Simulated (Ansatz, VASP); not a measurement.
**Two plane-wave programs on PbS**

```xyz
4
Lattice="2.9405 -2.9000 0.0000 2.9405 2.9000 0.0000 -1.0801 0.0000 11.7093" Properties=species:S:1:pos:R:3 pbc="T T T"
Pb    3.8740    0.0000    7.4516
Pb    0.9270    0.0000    4.2577
S     0.9319    0.0000    7.0092
S     3.8690    0.0000    4.7001
```

Alike in both runs: task single point; functional PBEsol; k mesh 6 × 6 × 2; no spin polarisation.

|  | VASP | Ansatz |
| --- | --- | --- |
| version | VASP 6.6.1 | Ansatz 0.2.0 |
| potentials or method | VASP PAW PBE potentials, release 64 (Pb_d, S), cutoff 520 eV | plane waves, PAW |
| occupations | gaussian, width 0.01 eV | fixed |
| valence electrons in the cell | 40 | 40 |

|  | VASP | Ansatz | Ansatz less VASP |
| --- | --- | --- | --- |
| gap on the k mesh at the Fermi level (eV) | 1.25 | 1.25 | +0.001 |

VASP's potentials were made for PBE, not for PBEsol.

Neither program's run includes spin-orbit coupling.
